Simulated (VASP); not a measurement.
# FeNi3 (I4/mmm) in VASP: single point with PBE

Aim: the single point of FeNi3 with PBE.

Everything below comes from runs of VASP 6.6.1. Logs are shortened: lines on timing, memory, paths and dates and some standing lists are left out, and cuts for length are marked.

**1. The cell of the first run**

Symmetry: I4/mmm, No. 139, tetragonal system. The conventional cell has a = 3.541 Å, b = 3.541 Å, c = 7.089 Å, α = 90.00°, β = 90.00°, γ = 90.00°. Within 3.3 Å of Fe (site symmetry 4/mmm) lie 12 Ni at 2.50 to 2.51 Å. Within 3.3 Å of Ni (site symmetry 4/mmm) lie 4 Fe at 2.50 Å and 8 Ni at 2.51 Å. Within 3.3 Å of Ni (site symmetry -4m2) lie 8 Ni at 2.50 to 2.51 Å and 4 Fe at 2.51 Å.

**2. Single point, PBE, collinear spin, ferromagnetic start**

Input file INCAR:

```
SYSTEM = FeNi3
ALGO = Normal
EDIFF = 1E-6
ENCUT = 600
GGA = PE
GGA_COMPAT = .False.
ISIF = 2
ISMEAR = 0
ISPIN = 2
KPAR = 4
LASPH = .True.
LCHARG = .False.
LMAXMIX = 4
LORBIT = 11
LREAL = .False.
LWAVE = .False.
MAGMOM = 3.11 0.69 0.72 0.72
NBANDS = 31
NELM = 200
PREC = Accurate
SIGMA = 0.1
```

Input file KPOINTS:

```
k-points
0
Gamma
  18 18 18
  0 0 0
```

Input file POSCAR:

```
FeNi3
1.0
   -1.7706420127      1.7706420127      3.5444506828
    1.7706420127     -1.7706420127      3.5444506828
    1.7706420127      1.7706420127     -3.5444506828
Fe Ni
1 3
Direct
    0.0000000000      0.0000000000      0.0000000000
    0.5000000000      0.5000000000      0.0000000000
    0.7500000000      0.2500000000      0.5000000000
    0.2500000000      0.7500000000      0.5000000000
```

Potentials or basis: VASP PAW PBE potentials, release 64 (Fe, Ni).

On the command line:

```console
cat potpaw_PBE.64/Fe/POTCAR potpaw_PBE.64/Ni/POTCAR > POTCAR
mpirun -np 4 vasp_std > vasp.out
```

OUTCAR:

```text
SYSTEM = FeNi3
   EDIFF = 1E-6
   ENCUT = 600
   GGA = PE
   ISIF = 2
   ISMEAR = 0
   ISPIN = 2
   LASPH = .True.
   LORBIT = 11
   LREAL = .False.
   NELM = 200
   PREC = Accurate

 ion  position               nearest neighbor table
   1  0.000  0.000  0.000-   2 2.50   2 2.50   2 2.50   2 2.50   4 2.51   3 2.51   4 2.51   3 2.51
                             3 2.51   3 2.51   4 2.51   4 2.51
   2  0.500  0.500  0.000-   1 2.50   1 2.50   1 2.50   1 2.50   4 2.51   3 2.51   4 2.51   3 2.51
                             4 2.51   4 2.51   3 2.51   3 2.51
   3  0.750  0.250  0.500-   4 2.50   4 2.50   4 2.50   4 2.50   2 2.51   1 2.51   2 2.51   1 2.51
                             2 2.51   2 2.51   1 2.51   1 2.51
   4  0.250  0.750  0.500-   3 2.50   3 2.50   3 2.50   3 2.50   2 2.51   1 2.51   2 2.51   1 2.51
                             1 2.51   1 2.51   2 2.51   2 2.51

  LATTYP: Found a body centered tetragonal cell.
 ALAT       =     3.5412840254
 C/A-ratio  =     2.0017884233

  Lattice vectors:

 A1 = (  -1.7706420127,   1.7706420127,   3.5444506828)
 A2 = (   1.7706420127,  -1.7706420127,   3.5444506828)
 A3 = (   1.7706420127,   1.7706420127,  -3.5444506828)

Analysis of symmetry for initial positions (statically):
=====================================================================
 Subroutine PRICEL returns:
 Original cell was already a primitive cell.

 Routine SETGRP: Setting up the symmetry group for a
 body centered tetragonal supercell.

 Subroutine GETGRP returns: Found 16 space group operations
 (whereof 16 operations were pure point group operations)
 out of a pool of 16 trial point group operations.

The static configuration has the point symmetry D_4h.

Analysis of symmetry for dynamics (positions and initial velocities):
=====================================================================
 Subroutine PRICEL returns:
 Original cell was already a primitive cell.

 Routine SETGRP: Setting up the symmetry group for a
 body centered tetragonal supercell.

 Subroutine GETGRP returns: Found 16 space group operations
 (whereof 16 operations were pure point group operations)
 out of a pool of 16 trial point group operations.

The dynamic configuration has the point symmetry D_4h.

Analysis of structural, dynamic, and magnetic symmetry:
=====================================================================
 Subroutine PRICEL returns:
 Original cell was already a primitive cell.

 Routine SETGRP: Setting up the symmetry group for a
 body centered tetragonal supercell.

[... 134 lines left out ...]
   LHFCALC =     F    Hartree Fock is set to
   AEXX    =    0.0000 exact exchange contribution
   IVDW    =     0    specifies the selected vdW correction
   LEPSILON=     F    determine dielectric tensor
   LRPA    =     F    only Hartree local field effects (RPA)
 spin polarized calculation
 Gauss-broadening in eV      SIGMA  =   0.10
  energy-cutoff  :      600.00
  volume of cell :       44.45
 maximum number of plane-waves:      1498
   NGX = 17   NGY = 17   NGZ = 17

 number of electron      38.0000008 magnetization       4.5751430

 Free energy of the ion-electron system (eV)
  ---------------------------------------------------
  ext. energy  EPLUGINS =         0.00000000
  ---------------------------------------------------
  free energy    TOTEN  =       -24.94758810 eV

  energy without entropy =      -24.92549011  energy(sigma->0) =      -24.93653911

 E-fermi :   8.4670     XC(G=0): -13.1547

 val. band max:        8.4666234831   @ k =  -0.3333   0.5000   0.1111
 cond. band min:       8.4672243450   @ k =  -0.1111   0.1667   0.1111
 fundamental gap:      0.0006008618
 Fermi energy:         8.4670469550

 spin component 1

 k-point     1 :       0.0000    0.0000    0.0000
  band No.  band energies     occupation
      1      -0.4759      1.00000
      2       3.5205      1.00000
      3       4.0385      1.00000
      4       4.1265      1.00000
      5       4.7738      1.00000
      6       5.0598      1.00000
[... 805 lines left out ...]
     30      20.6238      0.00000
     31      22.3367      0.00000

 [... further k-points ...]

 spin component 2

 k-point     1 :       0.0000    0.0000    0.0000
  band No.  band energies     occupation
      1      -0.4461      1.00000
      2       4.3510      1.00000
      3       5.0396      1.00000
      4       5.1466      1.00000
      5       5.3814      1.00000
      6       6.0049      1.00000
[... 805 lines left out ...]
     30      20.9625      0.00000
     31      22.6078      0.00000

 [... further k-points ...]

------------------------ aborting loop because EDIFF is reached ----------------------------------------

  FORCE on cell =-STRESS in cart. coord.  units (eV):
  Direction    XX          YY          ZZ          XY          YZ          ZX
  --------------------------------------------------------------------------------------
  -------------------------------------------------------------------------------------
  Total       -0.0801646     -0.0801646     -0.0866015      0.0000000      0.0000000      0.0000000
  in kB       -2.8894998     -2.8894998     -3.1215167      0.0000000      0.0000000      0.0000000
  external PRESSURE =      -2.9668388 kB  Pullay stress =       0.0000000 kB

 VOLUME and BASIS-vectors are now :
 -----------------------------------------------------------------------------
  energy-cutoff  :      600.00
  volume of cell :       44.45
      direct lattice vectors                 reciprocal lattice vectors
    -1.770642013  1.770642013  3.544450683     0.000000000  0.282383450  0.141065582
     1.770642013 -1.770642013  3.544450683     0.282383450  0.000000000  0.141065582
     1.770642013  1.770642013 -3.544450683     0.282383450  0.282383450  0.000000000

 POSITION                                       TOTAL-FORCE (eV/Angst)
 -----------------------------------------------------------------------------------
      0.00000      0.00000      0.00000        -0.000000      0.000000      0.000000
      0.00000      0.00000      3.54445        -0.000000      0.000000      0.000000
     -0.00000      1.77064      1.77223        -0.000000      0.000000     -0.000000
      1.77064     -0.00000      1.77223         0.000000     -0.000000      0.000000
 -----------------------------------------------------------------------------------
    total drift:                               -0.000000      0.000000      0.000000

  FREE ENERGIE OF THE ION-ELECTRON SYSTEM (eV)
  ---------------------------------------------------
  free  energy   TOTEN  =       -24.9475881046 eV

  energy  without entropy=      -24.9254901103  energy(sigma->0) =      -24.93653911

 total charge

# of ion       s       p       d       tot
------------------------------------------
    1        0.470   0.501   6.133   7.104
    2        0.505   0.500   8.334   9.339
    3        0.503   0.511   8.322   9.337
    4        0.503   0.511   8.322   9.337
--------------------------------------------------
tot          1.982   2.023  31.112  35.117

 magnetization (x)

# of ion       s       p       d       tot
------------------------------------------
    1        0.012  -0.007   2.824   2.828
    2       -0.018  -0.034   0.628   0.576
    3       -0.017  -0.047   0.666   0.602
    4       -0.017  -0.047   0.666   0.602
--------------------------------------------------
tot         -0.041  -0.135   4.784   4.608
```

OSZICAR:

```text
N       E                     dE             d eps       ncg     rms          rms(c)
DAV:   1     0.259366769225E+03    0.25937E+03   -0.18340E+04 62464   0.191E+03
DAV:   2    -0.113784891559E+02   -0.27075E+03   -0.25461E+03 59576   0.335E+02
DAV:   3    -0.288559922586E+02   -0.17478E+02   -0.16640E+02 64952   0.112E+02
DAV:   4    -0.291114754334E+02   -0.25548E+00   -0.25518E+00 68699   0.143E+01
DAV:   5    -0.291190213179E+02   -0.75459E-02   -0.75454E-02 87956   0.191E+00    0.203E+01
DAV:   6    -0.261902086544E+02    0.29288E+01   -0.24526E+01 66863   0.811E+01    0.177E+01
DAV:   7    -0.287015698225E+02   -0.25114E+01   -0.13894E+01 68612   0.942E+01    0.258E+01
DAV:   8    -0.249450796674E+02    0.37565E+01   -0.13740E+01 79509   0.454E+01    0.593E+00
DAV:   9    -0.251297617698E+02   -0.18468E+00   -0.96326E-01 88230   0.268E+01    0.758E+00
DAV:  10    -0.249624848338E+02    0.16728E+00   -0.66999E-01 71810   0.204E+01    0.285E+00
DAV:  11    -0.249545314628E+02    0.79534E-02   -0.82373E-02 84894   0.696E+00    0.149E+00
DAV:  12    -0.249457648056E+02    0.87667E-02   -0.22624E-02 86219   0.236E+00    0.815E-01
DAV:  13    -0.249474766316E+02   -0.17118E-02   -0.55453E-03 90550   0.117E+00    0.244E-01
DAV:  14    -0.249475741218E+02   -0.97490E-04   -0.52954E-04 83284   0.372E-01    0.606E-02
DAV:  15    -0.249475833175E+02   -0.91957E-05   -0.95707E-05 83812   0.132E-01    0.421E-02
DAV:  16    -0.249475889377E+02   -0.56202E-05   -0.18220E-05 73919   0.851E-02    0.179E-02
DAV:  17    -0.249475881046E+02    0.83303E-06   -0.28694E-06 51643   0.428E-02
   1 F= -.24947588E+02 E0= -.24936539E+02  d E =-.220980E-01  mag=     4.5756
```

Wall time 7 min (4 MPI ranks of AMD EPYC 9R45 (Zen 5), shared host); peak memory 1.1 GiB.

Results:

- Free energy: -24.9476 eV
- Pressure: -0.3 GPa
- Net moment: 4.58 μB per cell
- Site moments: Fe +2.83; Ni +0.58, +0.60 (each value once) μB
- Valence electrons inside the program's atomic spheres: Fe 7.10; Ni 9.34
